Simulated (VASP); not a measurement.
# Au (Fm-3m) in VASP: further runs

Runs on Au. Level: HF. Tasks: single point.

Everything below comes from runs of VASP 6.6.1. Logs are shortened: lines on timing, memory, paths and dates and some standing lists are left out, and cuts for length are marked.

### Step 1. The cell of the first run

Symmetry: Fm-3m, No. 225, cubic system. Conventional cell: a = 3.987 Å, b = 3.987 Å, c = 3.987 Å, α = 90.00°, β = 90.00°, γ = 90.00°. Au (site symmetry m-3m) has 12 Au at 2.82 Å within 3.7 Å.

### Step 2. Single point, HF

The input, POSCAR:

```
Au
1.0
    0.0000000000      1.9934577312      1.9934577312
    1.9934577312      0.0000000000      1.9934577312
    1.9934577312      1.9934577312      0.0000000000
Au
1
Direct
    0.0000000000      0.0000000000      0.0000000000
```

The input, INCAR.step1:

```
PREC = Accurate ; ENCUT = 520
EDIFF = 1E-5 ; ISMEAR = -1
SIGMA = 0.05 ; LREAL = F
LASPH = T ; NELM = 100
ALGO = Normal ; ISIF = 2
LWAVE = T ; LCHARG = F
NBANDS = 12 ; GGA = PE
```

The input, INCAR.step2:

```
PREC = Accurate ; ENCUT = 520
EDIFF = 1E-6 ; ISMEAR = -1
SIGMA = 0.05 ; LREAL = F
LASPH = T ; NELM = 100
ALGO = Normal ; ISIF = 2
LWAVE = F ; LCHARG = F
GGA = PE ; LHFCALC = T
AEXX = 1.0 ; ALDAC = 0.0
AGGAC = 0.0 ; PRECFOCK = Normal
NBANDS = 12 ; ISTART = 1
```

The input, KPOINTS:

```
Automatic mesh
0
Gamma
  6 6 6
```

Potentials or basis: VASP PAW PBE potentials, release 64 (Au).

On the command line:

```sh
$ cat potpaw_PBE.64/Au/POTCAR > POTCAR
$ cp INCAR.step1 INCAR
$ mpirun -np 1 vasp_std > vasp.out
$ cp INCAR.step2 INCAR
$ mpirun -np 1 vasp_std > vasp.out
```

OUTCAR:

```text
PREC = Accurate
   ENCUT = 520
   EDIFF = 1E-6
   ISMEAR = -1
   LREAL = F
   LASPH = T
   NELM = 100
   ISIF = 2
   GGA = PE
   LHFCALC = T
   AEXX = 1.0
   PRECFOCK = Normal
   ISTART = 1

 ion  position               nearest neighbor table
   1  0.000  0.000  0.000-

  LATTYP: Found a face centered cubic cell.
 ALAT       =     3.9869154624

  Lattice vectors:

 A1 = (   0.0000000000,   1.9934577312,   1.9934577312)
 A2 = (   1.9934577312,   0.0000000000,   1.9934577312)
 A3 = (   1.9934577312,   1.9934577312,   0.0000000000)

Analysis of symmetry for initial positions (statically):
=====================================================================
 Subroutine PRICEL returns:
 Original cell was already a primitive cell.

 Routine SETGRP: Setting up the symmetry group for a
 face centered cubic supercell.

 Subroutine GETGRP returns: Found 48 space group operations
 (whereof 48 operations were pure point group operations)
 out of a pool of 48 trial point group operations.

The static configuration has the point symmetry O_h .

Analysis of symmetry for dynamics (positions and initial velocities):
=====================================================================
 Subroutine PRICEL returns:
 Original cell was already a primitive cell.

 Routine SETGRP: Setting up the symmetry group for a
 face centered cubic supercell.

 Subroutine GETGRP returns: Found 48 space group operations
 (whereof 48 operations were pure point group operations)
 out of a pool of 48 trial point group operations.

The dynamic configuration has the point symmetry O_h .

 Subroutine INISYM returns: Found 48 space group operations
 (whereof 48 operations are pure point group operations),
 and found     1 'primitive' translations

----------------------------------------------------------------------------------------

                                     Primitive cell

  volume of cell :      15.8435

  direct lattice vectors                    reciprocal lattice vectors
     0.000000000  1.993457731  1.993457731    -0.250820467  0.250820467  0.250820467
     1.993457731  0.000000000  1.993457731     0.250820467 -0.250820467  0.250820467
     1.993457731  1.993457731  0.000000000     0.250820467  0.250820467 -0.250820467

  length of vectors
     2.819174959  2.819174959  2.819174959     0.434433793  0.434433793  0.434433793

  position of ions in fractional coordinates (direct lattice)
[... 82 lines left out ...]
   EFERMI =   0.00;   METHOD = LEGACY
   ISMEAR =    -1;   SIGMA  =   0.05  broadening in eV -4-tet -1-fermi 0-gaus
   EFERMI_NEDOS =   21; number of points for ismear=-14 and -15
   IALGO  =     38    algorithm
   IMIX   =      1    mixing-type and parameters
     AMIX     =   0.40;   BMIX     =  1.00
     AMIX_MAG =   1.60;   BMIX_MAG =  1.00
  volume/ion in A,a.u.               =      15.84       106.92
  Fermi-wavevector in a.u.,A,eV,Ry     =   1.449624  2.739392 28.591414  2.101410
  Thomas-Fermi vector in A             =   2.567329
   LORBIT       =      0    0 simple, 1 ext, 2 COOP (PROOUT), +10 PAW based schemes
   GGA     = PE    functional components
   LHFCALC =     T    Hartree Fock is set to
   PRECFOCK=normal    Normal, Fast or Accurate (Low or Medium for compatibility)
   ENCUT4O =  -1.0   cutoff for four orbital integrals eV
   NKREDX  =     1    reduce k-point grid by
   NKREDY  =     1    reduce k-point grid by
   NKREDZ  =     1    reduce k-point grid by
   AEXX    =    1.0000 exact exchange contribution
   HFSCREEN=    0.0000 screening length (either q_TF or 0.3 A-1)
   HFSCREENC=   0.0000 screening length for correlation (either q_TF or 0.3 A-1)
   ENCUTFOCK=  -1.0 apply spherical cutoff to Coloumb kernel
   IVDW    =     0    specifies the selected vdW correction
   LEPSILON=     F    determine dielectric tensor
   LRPA    =     F    only Hartree local field effects (RPA)
 non-spin polarized calculation
  energy-cutoff  :      520.00
  volume of cell :       15.84
 maximum number of plane-waves:       444
 NGX is ok and might be reduce to    24
  NGX = 16; NGY = 16; NGZ = 16

 number of electron      11.0000002 magnetization

 Free energy of the ion-electron system (eV)
  ---------------------------------------------------
  ext. energy  EPLUGINS =         0.00000000
  ---------------------------------------------------
  free energy    TOTEN  =        -3.15654371 eV

  energy without entropy =       -3.14919301  energy(sigma->0) =       -3.15286836

 E-fermi :  10.6748     XC(G=0):   0.0000

 val. band max:       10.6492489365   @ k =   0.5000   0.3333   0.1667
 cond. band min:      13.5215387601   @ k =   0.5000   0.1667   0.0000
 fundamental gap:      2.8722898236
 Fermi energy:        10.6747902177

 k-point     1 :       0.0000    0.0000    0.0000
  band No.  band energies     occupation
      1      -4.8624      2.00000
      2       0.0030      2.00000
      3       0.0030      2.00000
      4       0.0030      2.00000
      5       2.0154      2.00000
      6       2.0154      2.00000
      7      31.8627      0.00000
      8      36.9195      0.00000
      9      36.9195      0.00000
     10      36.9195      0.00000
     11      41.9535      0.00000
     12      48.9039      0.00000
[... 211 lines left out ...]
 k-point    16 :      -0.3333    0.5000    0.1667
  band No.  band energies     occupation
      1      -2.1356      2.00000
      2      -1.7176      2.00000
      3       1.5142      2.00000
      4       2.6447      2.00000
      5       4.6995      2.00000
      6      19.4685      0.00000
      7      22.4868      0.00000
      8      25.1027      0.00000
      9      26.4551      0.00000
     10      40.2792      0.00000
     11      41.3443      0.00000
     12      44.4572      0.00000

------------------------ aborting loop because EDIFF is reached ----------------------------------------

  FORCE on cell =-STRESS in cart. coord.  units (eV):
  Direction    XX          YY          ZZ          XY          YZ          ZX
  --------------------------------------------------------------------------------------
  -------------------------------------------------------------------------------------
  Total        4.0281706      4.0281706      4.0281706     -0.0000000     -0.0000000      0.0000000
  in kB      407.3496507    407.3496507    407.3496507     -0.0000000     -0.0000000      0.0000000
  external PRESSURE =     407.3496507 kB  Pullay stress =       0.0000000 kB

 VOLUME and BASIS-vectors are now :
 -----------------------------------------------------------------------------
  energy-cutoff  :      520.00
  volume of cell :       15.84
      direct lattice vectors                 reciprocal lattice vectors
     0.000000000  1.993457731  1.993457731    -0.250820467  0.250820467  0.250820467
     1.993457731  0.000000000  1.993457731     0.250820467 -0.250820467  0.250820467
     1.993457731  1.993457731  0.000000000     0.250820467  0.250820467 -0.250820467

 POSITION                                       TOTAL-FORCE (eV/Angst)
 -----------------------------------------------------------------------------------
      0.00000      0.00000      0.00000         0.000000      0.000000      0.000000
 -----------------------------------------------------------------------------------
    total drift:                               -0.000000     -0.000000     -0.000000

  FREE ENERGIE OF THE ION-ELECTRON SYSTEM (eV)
  ---------------------------------------------------
  free  energy   TOTEN  =        -3.1565437101 eV

  energy  without entropy=       -3.1491930075  energy(sigma->0) =       -3.15286836
```

OSZICAR.step1:

```text
N       E                     dE             d eps       ncg     rms          rms(c)
DAV:   1     0.510393899936E+02    0.51039E+02   -0.56274E+03   384   0.815E+02
DAV:   2    -0.250826880725E+01   -0.53548E+02   -0.49952E+02   444   0.192E+02
DAV:   3    -0.325201148891E+01   -0.74374E+00   -0.74254E+00   444   0.222E+01
DAV:   4    -0.325432602604E+01   -0.23145E-02   -0.23144E-02   484   0.139E+00
DAV:   5    -0.325434188871E+01   -0.15863E-04   -0.15863E-04   456   0.110E-01    0.122E+01
DAV:   6    -0.302431813780E+01    0.23002E+00   -0.53118E-01   436   0.607E+00    0.745E+00
DAV:   7    -0.299891141364E+01    0.25407E-01   -0.91622E-02   440   0.251E+00    0.283E+00
DAV:   8    -0.299622411351E+01    0.26873E-02   -0.39815E-03   428   0.554E-01    0.275E-01
DAV:   9    -0.299621285605E+01    0.11257E-04   -0.15193E-05   444   0.357E-02    0.162E-02
DAV:  10    -0.299621746536E+01   -0.46093E-05   -0.19137E-06   272   0.125E-02
   1 F= -.29962175E+01 E0= -.29924014E+01  d E =-.763215E-02
```

Wall time 5 min (1 thread of Intel Xeon 6975P-C (Granite Rapids), shared host); peak memory 0.15 GiB.

Results:

```yaml
Free_energy: -3.1565 eV
Pressure: 40.7 GPa
Band_gap_on_the_k_mesh: zero (an odd number of electrons rules out a gap without spin polarisation)
```

Levels at points of the mesh, in eV from the Fermi level:
```tsv
k point	band 3	band 4	band 5	band 6	band 7	band 8	band 9	band 10
(0.00, 0.00, 0.00)	-10.67	-10.67	-8.66	-8.66	21.19	26.24	26.24	26.24
(0.50, 0.00, 0.00)	-10.76	-6.60	-6.60	-1.77	8.30	20.43	25.43	25.43
(0.50, 0.50, 0.00)	-6.89	-5.95	-5.95	4.39	12.71	16.66	16.66	25.52
```

Caveat: the k points lie up to 0.45 Å⁻¹ apart, too coarse for converged energies and pressures of a metal; the PAW data sets were made with another functional, which shifts forces and pressure a little; spin-orbit coupling is left out, which moves the levels of the heavy elements.

### Step 3. Single point, HF

This run uses another cell than the first one, of 16.18 Å³/atom.

The input, POSCAR:

```
Au
1.0
    0.0000000000      2.0074966285      2.0074966285
    2.0074966285      0.0000000000      2.0074966285
    2.0074966285      2.0074966285      0.0000000000
Au
1
Direct
    0.0000000000      0.0000000000      0.0000000000
```

The input, INCAR.step1:

```
ALGO = Normal
EDIFF = 1E-5
ENCUT = 520
GGA = PE
ISIF = 2
ISMEAR = -1
LASPH = True
LCHARG = False
LREAL = False
LWAVE = True
NBANDS = 12
NELM = 60
PREC = Accurate
SIGMA = 0.05
```

The input, INCAR.step2:

```
AEXX = 1.0
AGGAC = 0.0
ALDAC = 0.0
ALGO = Normal
EDIFF = 1E-7
ENCUT = 520
GGA = PE
ISIF = 2
ISMEAR = -1
ISTART = 1
LASPH = True
LCHARG = False
LHFCALC = True
LREAL = False
LWAVE = False
NBANDS = 12
NELM = 60
PREC = Accurate
PRECFOCK = Normal
SIGMA = 0.05
```

The input, KPOINTS:

```
k-points
0
Gamma
  6 6 6
```

Potentials or basis: VASP PAW PBE potentials, release 64 (Au).

On the command line:

```sh
$ cat potpaw_PBE.64/Au/POTCAR > POTCAR
$ cp INCAR.step1 INCAR
$ mpirun -np 1 vasp_std > vasp.out
$ cp INCAR.step2 INCAR
$ mpirun -np 1 vasp_std > vasp.out
```

It took 5.4 min on 1 thread of Intel Xeon 6975P-C (Granite Rapids), shared host; peak memory 0.16 GiB.

The run converged. Its results:

```
Free energy            : -3.2362 eV
Pressure               : 34.9 GPa
Band gap on the k mesh : zero (an odd number of electrons rules out a gap without spin polarisation)
```

Levels at points of the mesh, in eV from the Fermi level:
| k point | band 4 | band 5 | band 6 | band 7 | band 8 | band 9 |
| --- | --- | --- | --- | --- | --- | --- |
| (0.00, 0.00, 0.00) | -10.52 | -8.58 | -8.58 | 21.19 | 26.12 | 26.12 |
| (0.50, 0.00, 0.00) | -6.59 | -6.59 | -1.61 | 8.14 | 20.43 | 25.23 |
| (0.50, 0.50, 0.00) | -5.96 | -5.96 | 4.47 | 12.49 | 16.57 | 16.57 |

Caveat: the k points lie up to 0.45 Å⁻¹ apart, too coarse for converged energies and pressures of a metal; the PAW data sets were made with another functional, which shifts forces and pressure a little; spin-orbit coupling is left out, which moves the levels of the heavy elements.

### Step 4. Single point, HF

This run uses another cell than the first one, of 16.52 Å³/atom.

The input, POSCAR:

```
Au
1.0
    0.0000000000      2.0213418704      2.0213418704
    2.0213418704      0.0000000000      2.0213418704
    2.0213418704      2.0213418704      0.0000000000
Au
1
Direct
    0.0000000000      0.0000000000      0.0000000000
```

The input, INCAR.step1:

```
SYSTEM = Au
ALGO = Normal
EDIFF = 1E-5
ENCUT = 520
GGA = PE
ISIF = 2
ISMEAR = -1
LASPH = .TRUE.
LCHARG = .FALSE.
LREAL = .FALSE.
LWAVE = .TRUE.
NBANDS = 12
NELM = 60
PREC = Accurate
SIGMA = 0.05
```

The input, INCAR.step2:

```
SYSTEM = Au
AEXX = 1.0
AGGAC = 0.0
ALDAC = 0.0
ALGO = Normal
EDIFF = 1E-6
ENCUT = 520
GGA = PE
ISIF = 2
ISMEAR = -1
ISTART = 1
LASPH = .TRUE.
LCHARG = .FALSE.
LHFCALC = .TRUE.
LREAL = .FALSE.
LWAVE = .FALSE.
NBANDS = 12
NELM = 60
PREC = Accurate
PRECFOCK = Normal
SIGMA = 0.05
```

The input, KPOINTS:

```
k-points
0
G
  6 6 6
  0 0 0
```

Potentials or basis: VASP PAW PBE potentials, release 64 (Au).

On the command line:

```sh
$ cat potpaw_PBE.64/Au/POTCAR > POTCAR
$ cp INCAR.step1 INCAR
$ mpirun -np 1 vasp_std > vasp.out
$ cp INCAR.step2 INCAR
$ mpirun -np 1 vasp_std > vasp.out
```

OUTCAR:

```text
SYSTEM = Au
   AEXX = 1.0
   EDIFF = 1E-6
   ENCUT = 520
   GGA = PE
   ISIF = 2
   ISMEAR = -1
   ISTART = 1
   LASPH = .TRUE.
   LHFCALC = .TRUE.
   LREAL = .FALSE.
   NELM = 60
   PREC = Accurate
   PRECFOCK = Normal

 ion  position               nearest neighbor table
   1  0.000  0.000  0.000-

  LATTYP: Found a face centered cubic cell.
 ALAT       =     4.0426837408

  Lattice vectors:

[... 416 lines left out ...]
      8      24.1292      0.00000
      9      25.3855      0.00000
     10      38.9795      0.00000
     11      39.9313      0.00000
     12      43.2618      0.00000

------------------------ aborting loop because EDIFF is reached ----------------------------------------

  FORCE on cell =-STRESS in cart. coord.  units (eV):
  Direction    XX          YY          ZZ          XY          YZ          ZX
  --------------------------------------------------------------------------------------
  -------------------------------------------------------------------------------------
  Total        3.0614222      3.0614222      3.0614222     -0.0000000      0.0000000     -0.0000000
  in kB      296.9508014    296.9508014    296.9508014     -0.0000000      0.0000000     -0.0000000
  external PRESSURE =     296.9508014 kB  Pullay stress =       0.0000000 kB

 VOLUME and BASIS-vectors are now :
 -----------------------------------------------------------------------------
  energy-cutoff  :      520.00
  volume of cell :       16.52
      direct lattice vectors                 reciprocal lattice vectors
     0.000000000  2.021341870  2.021341870    -0.247360433  0.247360433  0.247360433
     2.021341870  0.000000000  2.021341870     0.247360433 -0.247360433  0.247360433
     2.021341870  2.021341870  0.000000000     0.247360433  0.247360433 -0.247360433

 POSITION                                       TOTAL-FORCE (eV/Angst)
 -----------------------------------------------------------------------------------
      0.00000      0.00000      0.00000         0.000000     -0.000000     -0.000000
 -----------------------------------------------------------------------------------
    total drift:                               -0.000000      0.000000     -0.000000

  FREE ENERGIE OF THE ION-ELECTRON SYSTEM (eV)
  ---------------------------------------------------
  free  energy   TOTEN  =        -3.3043025402 eV

  energy  without entropy=       -3.2969518375  energy(sigma->0) =       -3.30062719
```

OUTCAR.step1:

```text
SYSTEM = Au
   EDIFF = 1E-5
   ENCUT = 520
   GGA = PE
   ISIF = 2
   ISMEAR = -1
   LASPH = .TRUE.
[... 446 lines left out ...]
 -----------------------------------------------------------------------------------
      0.00000      0.00000      0.00000         0.000000      0.000000      0.000000
 -----------------------------------------------------------------------------------
    total drift:                               -0.000000      0.000000      0.000000

  FREE ENERGIE OF THE ION-ELECTRON SYSTEM (eV)
  ---------------------------------------------------
  free  energy   TOTEN  =        -3.0866988885 eV

  energy  without entropy=       -3.0790045675  energy(sigma->0) =       -3.08285173
```

Run time: 4.8 min. Hardware: 1 thread of Intel Xeon 6975P-C (Granite Rapids), shared host; peak memory 0.16 GiB.

What came out:

```
Free energy            : -3.3043 eV
Pressure               : 29.7 GPa
Band gap on the k mesh : zero (an odd number of electrons rules out a gap without spin polarisation)
```

Levels at points of the mesh, in eV from the Fermi level:
```
           k point  band 3  band 4  band 5  band 6  band 7  band 8  band 9  band 10
(0.00, 0.00, 0.00)  -10.38  -10.38   -8.50   -8.50   21.19   25.99   25.99    25.99
(0.50, 0.00, 0.00)  -10.45   -6.58   -6.58   -1.47    7.98   20.43   25.03    25.03
(0.50, 0.50, 0.00)   -6.85   -5.97   -5.97    4.55   12.28   16.49   16.49    24.93
```

Caveat: the k points lie up to 0.45 Å⁻¹ apart, too coarse for converged energies and pressures of a metal; the PAW data sets were made with another functional, which shifts forces and pressure a little; spin-orbit coupling is left out, which moves the levels of the heavy elements.

### Step 5. Single point, HF

This run uses another cell than the first one, of 16.85 Å³/atom.

The input, POSCAR:

```
Au
1.0
    0.0000000000      2.0350000000      2.0350000000
    2.0350000000      0.0000000000      2.0350000000
    2.0350000000      2.0350000000      0.0000000000
Au
1
Direct
    0.0000000000      0.0000000000      0.0000000000
```

The input, INCAR.step1:

```
SYSTEM = Au
PREC = Accurate
ENCUT = 520
EDIFF = 1E-5
ISMEAR = -1
SIGMA = 0.05
LREAL = .FALSE.
LASPH = .TRUE.
NELM = 60
ALGO = Normal
ISIF = 2
LWAVE = .TRUE.
LCHARG = .FALSE.
GGA = PE
NBANDS = 12
```

The input, INCAR.step2:

```
SYSTEM = Au
PREC = Accurate
ENCUT = 520
EDIFF = 1E-7
ISMEAR = -1
SIGMA = 0.05
LREAL = .FALSE.
LASPH = .TRUE.
NELM = 60
ALGO = Normal
ISIF = 2
LWAVE = .FALSE.
LCHARG = .FALSE.
GGA = PE
LHFCALC = .TRUE.
AEXX = 1.0
ALDAC = 0.0
AGGAC = 0.0
PRECFOCK = Normal
ISTART = 1
NBANDS = 12
```

The input, KPOINTS:

```
Automatic mesh
0
G
  6 6 6
  0 0 0
```

On the command line:

```sh
$ cat potpaw_PBE.64/Au/POTCAR > POTCAR
$ cp INCAR.step1 INCAR
$ mpirun -np 1 vasp_std > vasp.out
$ cp INCAR.step2 INCAR
$ mpirun -np 1 vasp_std > vasp.out
```

Wall time 9.3 min (1 thread of Intel Xeon 6975P-C (Granite Rapids), shared host); peak memory 0.16 GiB.

Results (log left out):

| Item | Value |
| --- | --- |
| Free energy | -3.3622 eV |
| Pressure | 25.1 GPa |
| Band gap on the k mesh | zero (an odd number of electrons rules out a gap without spin polarisation) |

Levels at points of the mesh, in eV from the Fermi level:
```tsv
k point	band 4	band 5	band 6	band 7	band 8	band 9
(0.00, 0.00, 0.00)	-10.24	-8.44	-8.44	21.19	25.86	25.86
(0.50, 0.00, 0.00)	-6.57	-6.57	-1.33	7.83	20.41	24.84
(0.50, 0.50, 0.00)	-5.99	-5.99	4.61	12.08	16.40	16.40
```

Caveat: the k points lie up to 0.45 Å⁻¹ apart, too coarse for converged energies and pressures of a metal; the PAW data sets were made with another functional, which shifts forces and pressure a little; spin-orbit coupling is left out, which moves the levels of the heavy elements.

### Step 6. Summary

| cell | gap on the mesh (eV) | pressure (GPa) |
| --- | --- | --- |
| a = 2.819 Å, angles 60.0°, 1 atom | none | 40.7 |
| a = 2.839 Å, angles 60.0°, 1 atom | none | 34.9 |
| a = 2.859 Å, angles 60.0°, 1 atom | none | 29.7 |
| a = 2.878 Å, angles 60.0°, 1 atom | none | 25.1 |

Alike in all rows: task single point; level HF; potentials or basis VASP PAW PBE potentials, release 64 (Au); no spin polarisation; k mesh 6 × 6 × 6; cutoff (eV) 520; smearing fermi-dirac 0.05 eV.

Caveats: all runs use coarse meshes; the PAW data sets were made with another functional, which shifts forces and pressure a little; spin-orbit coupling is left out, which moves the levels of the heavy elements.

Absolute energies hang on the potentials; compare differences alone.

The gap in the log of VASP goes by the Fermi energy; the results here count the filled bands.